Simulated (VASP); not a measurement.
# Mo in VASP: further runs

Runs on Mo. Level: PBEsol. Tasks: single point.

Everything below comes from runs of VASP 6.6.1. Logs are shortened: lines on timing, memory, paths and dates and some standing lists are left out, and cuts for length are marked.

**1. The cell of the first run**

The cell holds a slab with vacuum, 5 atoms: a = 4.426 Å, b = 4.426 Å, c = 19.613 Å, α = 90.00°, β = 90.00°, γ = 120.00°.

**2. Single point, PBEsol**

Input file INCAR:

```
SYSTEM = Mo
  PREC = Accurate
  ENCUT = 520
  EDIFF = 1E-7
  ISMEAR = -1
  SIGMA = 0.05
  LREAL = .False.
  LASPH = .True.
  NELM = 80
  ALGO = Normal
  ISIF = 2
  LWAVE = .False.
  LCHARG = .False.
  LDIPOL = .True.
  IDIPOL = 3
  DIPOL = 0.5 0.5 0.500
  GGA = PS
  NBANDS = 43
```

Input file KPOINTS:

```
Automatic mesh
0
Gamma
  9 9 1
  0 0 0
```

Input file POSCAR:

```
Mo
1.0
    4.4255791754      0.0000000000      0.0000000000
   -2.2127895877      3.8326639923      0.0000000000
    0.0000000000      0.0000000000     19.6135000000
Mo
5
Direct
    0.8333333330      0.1666666670      0.4078830841
    0.1666666670      0.8333333330      0.4539415419
    0.5000000000      0.5000000000      0.5000000000
    0.8333333330      0.1666666670      0.5460584581
    0.1666666670      0.8333333330      0.5921169159
```

Potentials or basis: VASP PAW PBE potentials, release 64 (Mo_sv).

Launch:

```sh
> cat potpaw_PBE.64/Mo_sv/POTCAR > POTCAR
> mpirun -np 1 vasp_std > vasp.out
```

OUTCAR:

```text
SYSTEM = Mo
   PREC = Accurate
   ENCUT = 520
   EDIFF = 1E-7
   ISMEAR = -1
   LREAL = .False.
   LASPH = .True.
   NELM = 80
   ISIF = 2
   GGA = PS

 ion  position               nearest neighbor table
   1  0.833  0.167  0.408-   2 2.71   2 2.71   4 2.71   2 2.71   3 3.13   3 3.13   3 3.13
   2  0.167  0.833  0.454-   1 2.71   1 2.71   3 2.71   5 2.71   3 2.71   3 2.71   1 2.71   4 3.13
                             4 3.13   4 3.13
   3  0.500  0.500  0.500-   2 2.71   4 2.71   4 2.71   2 2.71   2 2.71   4 2.71   1 3.13   5 3.13
                             5 3.13   1 3.13   1 3.13   5 3.13
   4  0.833  0.167  0.546-   5 2.71   5 2.71   3 2.71   1 2.71   3 2.71   3 2.71   5 2.71   2 3.13
                             2 3.13   2 3.13
   5  0.167  0.833  0.592-   4 2.71   4 2.71   2 2.71   4 2.71   3 3.13   3 3.13   3 3.13

  LATTYP: Found a hexagonal cell.
 ALAT       =     4.4255791754
 C/A-ratio  =     4.4318493066

  Lattice vectors:

 A1 = (   4.4255791754,   0.0000000000,   0.0000000000)
 A2 = (  -2.2127895877,   3.8326639923,   0.0000000000)
 A3 = (   0.0000000000,   0.0000000000,  19.6135000000)

Analysis of symmetry for initial positions (statically):
=====================================================================
 Subroutine PRICEL returns:
 Original cell was already a primitive cell.

 Routine SETGRP: Setting up the symmetry group for a
 hexagonal supercell.

 Subroutine GETGRP returns: Found 12 space group operations
 (whereof  4 operations were pure point group operations)
 out of a pool of 24 trial point group operations.

The static configuration has the point symmetry C_2h.
 The point group associated with its full space group is D_3d.

Analysis of symmetry for dynamics (positions and initial velocities):
=====================================================================
 Subroutine PRICEL returns:
 Original cell was already a primitive cell.

 Routine SETGRP: Setting up the symmetry group for a
 hexagonal supercell.

 Subroutine GETGRP returns: Found 12 space group operations
 (whereof  4 operations were pure point group operations)
 out of a pool of 24 trial point group operations.

The dynamic configuration has the point symmetry C_2h.
 The point group associated with its full space group is D_3d.

 Subroutine INISYM returns: Found 12 space group operations
 (whereof  4 operations are pure point group operations),
 and found     1 'primitive' translations

----------------------------------------------------------------------------------------

[... 92 lines left out ...]
   ISYM   =      2    0-nonsym 1-usesym 2-fastsym
   POTIM  = 0.5000    time-step for ionic-motion
   TEBEG  =    0.0;   TEEND  =   0.0 temperature during run
   PSTRESS=    0.0 pullay stress
   NELECT =      70.0000    total number of electrons
   NUPDOWN=      -1.0000    fix difference up-down
   EMIN   =  10.00;   EMAX   =-10.00  energy-range for DOS
   EFERMI =   0.00;   METHOD = LEGACY
   ISMEAR =    -1;   SIGMA  =   0.05  broadening in eV -4-tet -1-fermi 0-gaus
   EFERMI_NEDOS =   21; number of points for ismear=-14 and -15
   IALGO  =     38    algorithm
   IMIX   =      4    mixing-type and parameters
     AMIX     =   0.40;   BMIX     =  1.00
     AMIX_MAG =   1.60;   BMIX_MAG =  1.00
  volume/ion in A,a.u.               =      66.54       449.01
  Fermi-wavevector in a.u.,A,eV,Ry     =   0.973716  1.840056 12.899988  0.948122
  Thomas-Fermi vector in A             =   2.104118
   LORBIT       =      0    0 simple, 1 ext, 2 COOP (PROOUT), +10 PAW based schemes
   GGA     = PS    functional components
   LHFCALC =     F    Hartree Fock is set to
   AEXX    =    0.0000 exact exchange contribution
   IVDW    =     0    specifies the selected vdW correction
   LEPSILON=     F    determine dielectric tensor
   LRPA    =     F    only Hartree local field effects (RPA)
 non-spin polarized calculation
  energy-cutoff  :      520.00
  volume of cell :      332.68
 maximum number of plane-waves:      8982
 NGX is ok and might be reduce to    36
   NGX = 17   NGY = 17   NGZ = 73

 number of electron      70.0000010 magnetization

 dipolmoment           0.000000      0.000000     -0.000000 electrons x Angstroem

 Free energy of the ion-electron system (eV)
  ---------------------------------------------------
  ext. energy  EPLUGINS =         0.00000000
  ---------------------------------------------------
  free energy    TOTEN  =       -50.95141249 eV

  energy without entropy =      -50.91523760  energy(sigma->0) =      -50.93332505

 E-fermi :   0.0850     XC(G=0):  -4.4065

 val. band max:        0.0438555410   @ k =   0.3333   0.3333   0.0000
 cond. band min:       0.1481243200   @ k =   0.2222   0.2222   0.0000
 fundamental gap:      0.1042687790
 Fermi energy:         0.0850353949

 k-point     1 :       0.0000    0.0000    0.0000
  band No.  band energies     occupation
      1     -61.1344      2.00000
      2     -60.8720      2.00000
      3     -60.8483      2.00000
      4     -60.7223      2.00000
      5     -60.6651      2.00000
      6     -35.4860      2.00000
[... 541 lines left out ...]
     42       1.4950      0.00000
     43       1.8041      0.00000

------------------------ aborting loop because EDIFF is reached ----------------------------------------

 vacuum level on the upper side and lower side of the slab       (xc-potential included)        -0.089        -0.089

  FORCE on cell =-STRESS in cart. coord.  units (eV):
  Direction    XX          YY          ZZ          XY          YZ          ZX
  --------------------------------------------------------------------------------------
  -------------------------------------------------------------------------------------
  Total      -12.4696129    -12.4696129    -11.8233274      0.0000000      0.0000000      0.0000000
  in kB      -60.0533988    -60.0533988    -56.9409015      0.0000000      0.0000000      0.0000000
  external PRESSURE =     -59.0158997 kB  Pullay stress =       0.0000000 kB

 VOLUME and BASIS-vectors are now :
 -----------------------------------------------------------------------------
  energy-cutoff  :      520.00
  volume of cell :      332.68
      direct lattice vectors                 reciprocal lattice vectors
     4.425579175  0.000000000  0.000000000     0.225959125  0.130457562  0.000000000
    -2.212789588  3.832663992  0.000000000     0.000000000  0.260915124  0.000000000
     0.000000000  0.000000000 19.613500000     0.000000000  0.000000000  0.050985291

 POSITION                                       TOTAL-FORCE (eV/Angst)
 -----------------------------------------------------------------------------------
      3.31918      0.63878      8.00001        -0.000000     -0.000000      2.853471
     -1.10639      3.19389      8.90338         0.000000      0.000000      0.819497
      1.10639      1.91633      9.80675        -0.000000      0.000000      0.000000
      3.31918      0.63878     10.71012         0.000000      0.000000     -0.819497
     -1.10639      3.19389     11.61349        -0.000000      0.000000     -2.853471
 -----------------------------------------------------------------------------------
    total drift:                                0.000000     -0.000000     -0.000000

  FREE ENERGIE OF THE ION-ELECTRON SYSTEM (eV)
  ---------------------------------------------------
  free  energy   TOTEN  =       -50.9514124895 eV

  energy  without entropy=      -50.9152376038  energy(sigma->0) =      -50.93332505

 vacuum level on the upper side and lower side of the slab         3.787         3.787
```

stdout:

```text
POSCAR found type information on POSCAR Mo
 POSCAR found :  1 types and       5 ions
 scaLAPACK will be used
 -----------------------------------------------------------------------------
|                                                                             |
|                                                                             |
|     You enforced a specific xc type in the INCAR file but a different       |
|     I HOPE YOU KNOW WHAT YOU ARE DOING!                                     |
|                                                                             |
 -----------------------------------------------------------------------------

 LDA part: xc-table for (Slater+PW92), standard interpolation
 POSCAR, INCAR and KPOINTS ok, starting setup
 FFT: planning ... GRIDC
 FFT: planning ... GRID_SOFT
 FFT: planning ... GRID
 WAVECAR not read
 entering main loop
```

It took 3.5 min on 1 thread of Intel Xeon 6975P-C (Granite Rapids), shared host; peak memory 0.51 GiB.

What came out:

* Free energy: -50.9514 eV
* Largest force: 2.853 eV/Å
* Band gap on the k mesh: zero (filled and empty bands touch)

Forces in eV/Å, atoms in the order of the input:
```
Mo   0.000  0.000  2.853
Mo   0.000  0.000  0.819
Mo   0.000  0.000  0.000
Mo   0.000  0.000 -0.819
Mo   0.000  0.000 -2.853
```

Caveat: the PAW data sets were made with another functional, which shifts forces and pressure a little.

(Continued in part 2 of 2.)
